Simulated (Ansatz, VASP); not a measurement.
One calculation of Al, two programs

```
Al
1.0
     0.00000    1.99133    2.09090
     1.99133    0.00000    2.09090
     1.99133    1.99133    0.00000
Al
1
Direct
  0.00000 0.00000 0.00000
```

Alike in both runs: task single point; functional PBEsol; k mesh 22 × 22 × 22; occupations gaussian, width 0.15 eV; no spin polarisation.

|  | VASP | Ansatz |
| --- | --- | --- |
| version | VASP 6.6.1 | Ansatz 0.2.0 |
| potentials or method | VASP PAW PBE potentials, release 64 (Al), cutoff 520 eV | scalar-relativistic, plane waves, PAW |
| valence electrons in the cell | 3 | 3 |

|  | VASP | Ansatz | Ansatz less VASP |
| --- | --- | --- | --- |
| gap on the k mesh at the Fermi level (eV) | none | none | - |
| pressure (GPa) | -1.7 | -1.7 | -0.05 |
| traceless stress, the component that is largest in VASP (GPa) | -1.79 | -1.78 | +0.011 |

VASP's potentials were made for PBE, not for PBEsol. A gap of «none» marks a metal or a gap that the smearing closes. The functional is the same, so the differences come from potentials, cutoffs and numerics.
